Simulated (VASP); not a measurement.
# AlRu in VASP: further runs, part 2 of 2

VASP 6.6.1.

## 3. Single point, PBEsol (mode 4 frozen in at -0.031 Å and mode 12 at -0.029 Å (largest displacements))

Contents of INCAR:

```
SYSTEM = AlRu
  PREC = Accurate
  ENCUT = 520
  EDIFF = 1E-7
  ISMEAR = 0
  SIGMA = 0.15
  LREAL = .False.
  LASPH = .True.
  NELM = 60
  ALGO = Fast
  ISIF = 2
  LWAVE = .False.
  LCHARG = .False.
  GGA = PS
  NBANDS = 25
```

Contents of KPOINTS:

```
regular mesh
0
Gamma
  16 16 8
  0 0 0
```

Contents of POSCAR:

```
AlRu
1.0
    2.9763250904      0.0000000000      0.0000000000
    0.0000000000      2.9763250904      0.0000000000
    0.0000000000      0.0000000000      5.9526501809
Al Ru
2 2
Direct
    0.0000000000      0.0000000000     -0.0049053781
    0.0000000000      0.0000000000      0.5049053781
    0.4896516681      0.5000000000      0.2500000000
    0.5103483319      0.5000000000      0.7500000000
```

Potentials or basis: VASP PAW PBE potentials, release 64 (Al, Ru_pv).

The run is started by

```console
cat potpaw_PBE.64/Al/POTCAR potpaw_PBE.64/Ru_pv/POTCAR > POTCAR
mpirun -np 1 vasp_std > vasp.out
```

OUTCAR:

```text
SYSTEM = AlRu
   PREC = Accurate
   ENCUT = 520
   EDIFF = 1E-7
   ISMEAR = 0
   LREAL = .False.
   LASPH = .True.
   NELM = 60
   ISIF = 2
   GGA = PS

 ion  position               nearest neighbor table
   1  0.000  0.000  0.995-   4 2.54   4 2.54   3 2.58   3 2.58   4 2.58   4 2.58   3 2.61   3 2.61
                             2 2.92   2 3.03
   2  0.000  0.000  0.505-   4 2.54   4 2.54   3 2.58   3 2.58   4 2.58   4 2.58   3 2.61   3 2.61
                             1 2.92   1 3.03
   3  0.490  0.500  0.250-   1 2.58   2 2.58   1 2.58   2 2.58   1 2.61   2 2.61   1 2.61   2 2.61
                             4 2.98   4 2.98
   4  0.510  0.500  0.750-   1 2.54   2 2.54   1 2.54   2 2.54   1 2.58   2 2.58   1 2.58   2 2.58
                             3 2.98   3 2.98
[... 879 lines left out ...]
  -------------------------------------------------------------------------------------
  Total        0.0735211      0.0880718      0.1063684      0.0000000      0.0000000      0.0000000
  in kB        2.2338359      2.6759403      3.2318557      0.0000000      0.0000000      0.0000000
  external PRESSURE =       2.7138773 kB  Pullay stress =       0.0000000 kB

 VOLUME and BASIS-vectors are now :
 -----------------------------------------------------------------------------
  energy-cutoff  :      520.00
  volume of cell :       52.73
      direct lattice vectors                 reciprocal lattice vectors
     2.976325090  0.000000000  0.000000000     0.335984803  0.000000000  0.000000000
     0.000000000  2.976325090  0.000000000     0.000000000  0.335984803  0.000000000
     0.000000000  0.000000000  5.952650181     0.000000000  0.000000000  0.167992402

 POSITION                                       TOTAL-FORCE (eV/Angst)
 -----------------------------------------------------------------------------------
      0.00000      0.00000      5.92345         0.022540      0.000000      0.331639
      0.00000      0.00000      3.00553         0.022540      0.000000     -0.331639
      1.45736      1.48816      1.48816         0.288335      0.000000      0.000000
      1.51896      1.48816      4.46449        -0.333415      0.000000      0.000000
 -----------------------------------------------------------------------------------
    total drift:                                0.000000     -0.000000     -0.000000

  FREE ENERGIE OF THE ION-ELECTRON SYSTEM (eV)
  ---------------------------------------------------
  free  energy   TOTEN  =       -31.0347976009 eV

  energy  without entropy=      -30.9976019142  energy(sigma->0) =      -31.01619976
```

stdout:

```text
POSCAR found type information on POSCAR AlRu
 POSCAR found :  2 types and       4 ions
 scaLAPACK will be used
 -----------------------------------------------------------------------------
|                                                                             |
|                                                                             |
|     You enforced a specific xc type in the INCAR file but a different       |
|     I HOPE YOU KNOW WHAT YOU ARE DOING!                                     |
|                                                                             |
 -----------------------------------------------------------------------------

 LDA part: xc-table for (Slater+PW92), standard interpolation
 POSCAR, INCAR and KPOINTS ok, starting setup
 FFT: planning ... GRIDC
 FFT: planning ... GRID_SOFT
 FFT: planning ... GRID
 WAVECAR not read
 entering main loop
WARNING in EDDRMM: call to ZHEGV failed, returncode =   8  4     25
```

Wall time 6.7 min (1 thread of Intel Xeon 6975P-C, shared host); peak memory 0.52 GiB.

Results:

```
Free energy            : -31.0348 eV
Pressure               : 0.3 GPa
Largest force          : 0.333 eV/Å
Band gap on the k mesh : zero (band 17 reaches 12.62 eV, above the bottom of band 18 at 9.56 eV)
```

Forces in eV/Å, atoms in the order of the input:
```
Al   0.023  0.000  0.332
Al   0.023  0.000 -0.332
Ru   0.288  0.000  0.000
Ru  -0.333  0.000  0.000
```

Stress tensor (GPa, compression positive):
```
0.22 0.00 0.00
0.00 0.27 0.00
0.00 0.00 0.32
```

Caveat: the cell differs from its parent crystal (mode 4 frozen in at -0.031 Å and mode 12 at -0.029 Å (largest displacements)); the PAW data sets were made with another functional, which shifts forces and pressure a little.

## 4. Single point, PBEsol (mode 4 frozen in at -0.062 Å and mode 12 at -0.058 Å (largest displacements))

Contents of INCAR:

```
ALGO = Fast
EDIFF = 1E-6
ENCUT = 520
GGA = PS
ISIF = 2
ISMEAR = 0
LASPH = True
LCHARG = False
LREAL = False
LWAVE = False
NBANDS = 25
NELM = 100
PREC = Accurate
SIGMA = 0.15
```

Contents of KPOINTS:

```
k-points
0
Gamma
  16 16 8
```

Contents of POSCAR:

```
AlRu
1.0
    2.9763250904      0.0000000000      0.0000000000
    0.0000000000      2.9763250904      0.0000000000
    0.0000000000      0.0000000000      5.9526501809
Al Ru
2 2
Direct
    0.0000000000      0.0000000000     -0.0098107563
    0.0000000000      0.0000000000      0.5098107563
    0.4793033361      0.5000000000      0.2500000000
    0.5206966639      0.5000000000      0.7500000000
```

The run is started by

```console
cat potpaw_PBE.64/Al/POTCAR potpaw_PBE.64/Ru_pv/POTCAR > POTCAR
mpirun -np 1 vasp_std > vasp.out
```

Run time: 4.8 min. Hardware: 1 thread of Intel Xeon 6975P-C, shared host; peak memory 0.52 GiB.

The run converged. Its results:

| Quantity | Value |
| --- | --- |
| Free energy | -30.9767 eV |
| Pressure | 0.8 GPa |
| Largest force | 0.710 eV/Å |
| Band gap on the k mesh | zero (band 17 reaches 12.49 eV, above the bottom of band 18 at 9.66 eV) |

Forces on the atoms (eV/Å):
```
Al   0.090  0.000  0.677
Al   0.090  0.000 -0.677
Ru   0.530  0.000  0.000
Ru  -0.710  0.000  0.000
```

Stress tensor (GPa, compression positive):
```
0.65 0.00 0.00
0.00 0.82 0.00
0.00 0.00 1.04
```

Levels at points of the mesh, in eV from the Fermi level:
```
           k point  band 14  band 15  band 16  band 17  band 18  band 19  band 20  band 21
(0.00, 0.00, 0.00)    -1.62     0.14     0.15     0.17     0.46     2.29     6.13     6.15
(0.50, 0.00, 0.00)    -1.37    -1.23    -1.21    -1.16     0.42     1.53     2.33     5.31
(0.00, 0.50, 0.00)    -1.39    -1.36    -1.19    -1.16     0.43     1.53     2.32     5.35
(0.50, 0.50, 0.00)    -1.25    -1.22     1.54     1.65     1.65     2.74     4.09     4.12
(0.00, 0.00, 0.50)    -0.94    -0.81    -0.79     0.20     0.40     3.13     3.21     7.76
(0.50, 0.00, 0.50)    -1.61    -1.43    -1.29    -0.56    -0.41     2.13     2.21     7.01
(0.00, 0.50, 0.50)    -1.55    -1.54    -1.23    -0.55    -0.39     2.12     2.21     7.15
(0.50, 0.50, 0.50)    -1.38     1.56     1.63     1.66     1.69     2.05     2.09     4.63
```

Caveat: the cell differs from its parent crystal (mode 4 frozen in at -0.062 Å and mode 12 at -0.058 Å (largest displacements)); the PAW data sets were made with another functional, which shifts forces and pressure a little.

## 5. Single point, PBEsol (mode 4 frozen in at +0.000 Å and mode 12 at -0.044 Å (largest displacements))

Contents of INCAR:

```
SYSTEM = AlRu
PREC     = Accurate       ! precision mode
ENCUT    = 520            ! plane-wave cutoff, eV
EDIFF    = 1E-6           ! SCF threshold, eV
ISMEAR   = 0              ! smearing method
SIGMA    = 0.15           ! smearing width, eV
LREAL    = .False.        ! projectors in reciprocal space
LASPH    = .True.         ! aspherical terms in the spheres
NELM     = 100            ! most SCF steps
ALGO     = Fast           ! electronic algorithm
ISIF     = 2              ! what is computed and relaxed
LWAVE    = .False.        ! write WAVECAR
LCHARG   = .True.         ! write CHGCAR
GGA      = PS             ! functional
LELF     = .True.         ! ELF
LVHAR    = .True.       
NBANDS   = 25             ! bands
```

Contents of KPOINTS:

```
Automatic mesh
0
Gamma
  16 16 8
  0 0 0
```

Contents of POSCAR:

```
AlRu
1.0
    2.9763250904      0.0000000000      0.0000000000
    0.0000000000      2.9763250904      0.0000000000
    0.0000000000      0.0000000000      5.9526501809
Al Ru
2 2
Direct
    0.0000000000      0.0000000000     -0.0073580672
    0.0000000000      0.0000000000      0.5073580672
    0.5000000000      0.5000000000      0.2500000000
    0.5000000000      0.5000000000      0.7500000000
```

The run is started by

```console
cat potpaw_PBE.64/Al/POTCAR potpaw_PBE.64/Ru_pv/POTCAR > POTCAR
mpirun -np 1 vasp_std > vasp.out
```

Wall time 2 min (1 thread of Intel Xeon 6975P-C (Granite Rapids), shared host); peak memory 0.35 GiB.

It converged, with:

```
Free energy            : -31.0323 eV
Pressure               : 0.3 GPa
Largest force          : 0.499 eV/Å
Band gap on the k mesh : zero (band 17 reaches 12.58 eV, above the bottom of band 18 at 9.58 eV)
```

Forces in eV/Å, atoms in the order of the input:
```
Al   0.000  0.000  0.499
Al   0.000  0.000 -0.499
Ru   0.000  0.000  0.000
Ru   0.000  0.000  0.000
```

Stress tensor (GPa, compression positive):
```
0.27 0.00 0.00
0.00 0.27 0.00
0.00 0.00 0.39
```

Levels at points of the mesh, in eV from the Fermi level:
| k point | band 13 | band 14 | band 15 | band 16 | band 17 | band 18 | band 19 | band 20 | band 21 | band 22 |
| --- | --- | --- | --- | --- | --- | --- | --- | --- | --- | --- |
| (0.00, 0.00, 0.00) | -1.65 | -1.65 | 0.15 | 0.18 | 0.18 | 0.45 | 2.32 | 6.12 | 6.12 | 6.14 |
| (0.50, 0.00, 0.00) | -1.65 | -1.40 | -1.39 | -1.21 | -1.19 | 0.44 | 1.55 | 2.32 | 5.36 | 6.41 |
| (0.50, 0.50, 0.00) | -1.40 | -1.21 | -1.21 | 1.54 | 1.64 | 1.65 | 2.68 | 4.11 | 4.11 | 4.12 |
| (0.00, 0.00, 0.50) | -0.93 | -0.93 | -0.82 | -0.82 | 0.23 | 0.37 | 3.11 | 3.18 | 7.92 | 7.92 |
| (0.50, 0.00, 0.50) | -1.76 | -1.57 | -1.54 | -1.32 | -0.54 | -0.42 | 2.13 | 2.19 | 7.24 | 7.46 |
| (0.50, 0.50, 0.50) | -1.45 | -1.41 | 1.57 | 1.62 | 1.74 | 1.74 | 2.04 | 2.04 | 4.60 | 4.72 |

Caveat: the cell differs from its parent crystal (mode 4 frozen in at +0.000 Å and mode 12 at -0.044 Å (largest displacements)); the PAW data sets were made with another functional, which shifts forces and pressure a little.
